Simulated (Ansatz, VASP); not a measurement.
## One calculation of WS2, two programs

File INCAR:

```
PREC     = Accurate       # precision mode
ENCUT    = 520            # plane-wave cutoff, eV
EDIFF    = 1E-6           # SCF threshold, eV
ISMEAR   = 0              # smearing method
SIGMA    = 0.01           # smearing width, eV
LREAL    = F              # projectors in reciprocal space
LASPH    = T              # aspherical terms in the spheres
NELM     = 60             # most SCF steps
ALGO     = Normal         # electronic algorithm
ISIF     = 2              # what is computed and relaxed
LWAVE    = F              # write WAVECAR
LCHARG   = T              # write CHGCAR
GGA      = PE             # functional
LELF     = T              # ELF
LVHAR    = T            
NBANDS   = 35             # bands
```

KPOINTS

```
Automatic mesh
0
Gamma
  12 12 2
```

The input POSCAR:

```
WS2
1.0
    3.1699447461      0.0000000000      0.0000000000
   -1.5849723731      2.7452526787      0.0000000000
    0.0000000000      0.0000000000     12.4911159820
W S
2 4
Direct
    0.3333333333      0.6666666667      0.2500000000
    0.6666666667      0.3333333333      0.7500000000
    0.3333333333      0.6666666667      0.6248924639
    0.6666666667      0.3333333333      0.1248924639
    0.3333333333      0.6666666667      0.8751075361
    0.6666666667      0.3333333333      0.3751075361
```

Input for Ansatz:

```yaml
crystal:
  lattice:
    - [3.1699447461, 0.0, 0.0]
    - [-1.5849723731, 2.7452526787, 0.0]
    - [0.0, 0.0, 12.491115982]
  atoms:
    - { symbol: W, position: [0.3333333333, 0.6666666667, 0.25] }
    - { symbol: W, position: [0.6666666667, 0.3333333333, 0.75] }
    - { symbol: S, position: [0.3333333333, 0.6666666667, 0.6248924639] }
    - { symbol: S, position: [0.6666666667, 0.3333333333, 0.1248924639] }
    - { symbol: S, position: [0.3333333333, 0.6666666667, 0.8751075361] }
    - { symbol: S, position: [0.6666666667, 0.3333333333, 0.3751075361] }
kpoints:
  mp_grid: { grid: [12, 12, 2] }
  band_path:
    path:
      - [0.0, 0.0, 0.0]
      - [0.5, 0.0, 0.0]
      - [0.3333333333, 0.3333333333, 0.0]
      - [0.0, 0.0, 0.5]
      - [0.5, 0.0, 0.5]
      - [0.3333333333, 0.3333333333, 0.5]
      - [0.171875, 0.174479, 0.0]
    npoints: 1
hamiltonian:
  xc: pbe
scf:
  occupations: { method: fixed }
  n_extra_bands: 5
output:
  forces: true
  stress: true
  eigenvalues: true
```

Alike in both runs: task single point; functional PBE; k mesh 12 × 12 × 2; no spin polarisation.

|  | VASP | Ansatz |
| --- | --- | --- |
| version | VASP 6.6.1 | Ansatz 0.2.0 |
| potentials or method | VASP PAW PBE potentials, release 64 (W_sv, S) | plane waves, PAW |
| plane-wave cutoff (eV) | 520 | 420 |
| occupations | gaussian, width 0.01 eV | fixed |
| valence electrons in the cell | 52 | 52 |

VASP gave:

| Property | Result |
| --- | --- |
| gap on the k mesh at the Fermi level (eV) | 1.06 |
| pressure (GPa) | 3.2 |
| traceless stress, the component that is largest in VASP (GPa) | 0.92 |
| rms of the force components (eV/Å) | 0.093 |

Problem. Estimate Ansatz's values.

Solution. gap on the k mesh at the Fermi level (eV): 1.05; pressure (GPa): 3.3; traceless stress, the component that is largest in VASP (GPa): 0.91; rms of the force components (eV/Å): 0.092.

Atom by atom the forces differ by 0.001 eV/Å (rms over components).

Neither program's run includes spin-orbit coupling.
